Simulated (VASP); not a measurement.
**Si: single point with LDA**

The system is Si.

```
Si
1.0
     0.00000    2.89998    2.74806
     2.45435    0.00000    2.74806
     2.45435    2.89998    0.00000
Si
2
Direct
  0.50000 0.50000 0.50000
  0.75000 0.75000 0.75000
```

This cell differs from its parent crystal: strain +e along x and -e along y -0.0825, strain +e along z and -e/2 along x and y +0.0175.

```
Program             : VASP 6.6.1
Task                : single point
Functional          : LDA
Potentials or basis : VASP PAW LDA potentials, release 64 (Si)
Cutoff              : 520 eV
k mesh              : 12 × 12 × 12
Occupations         : gaussian, width 0.05 eV
Spin                : no spin polarisation
```

The pressure is -0.2 GPa and the band gap on the k mesh is zero (band 4 reaches 6.62 eV, above the bottom of band 5 at 5.65 eV).

Stress tensor (GPa, compression positive):
```
 6.10  0.00  0.00
 0.00 -7.05  0.00
 0.00  0.00  0.37
```

Levels at points of the mesh, in eV from the Fermi level:
```tsv
k point	band 1	band 2	band 3	band 4	band 5	band 6	band 7	band 8
(0.00, 0.00, 0.00)	-12.17	-0.58	-0.07	0.54	2.25	2.68	2.85	3.16
(0.50, 0.00, 0.00)	-9.73	-7.14	-1.92	-0.62	0.88	2.81	4.36	7.79
(0.50, 0.50, 0.00)	-8.03	-8.03	-2.73	-2.73	0.74	0.74	8.40	8.40
(0.50, 0.00, 0.50)	-8.37	-8.37	-2.32	-2.32	1.17	1.17	9.10	9.10
(0.00, 0.50, 0.50)	-7.37	-7.37	-3.62	-3.62	-0.17	-0.17	9.55	9.55
```

Run time: 97 s on 1 thread of Intel(R) Xeon(R) Platinum 8259CL CPU @ 2.50GHz (Skylake/Cascade Lake) (shared host), peak memory 0.2 GiB.

Caveat: the cell differs from its parent crystal (strain +e along x and -e along y -0.0825, strain +e along z and -e/2 along x and y +0.0175).
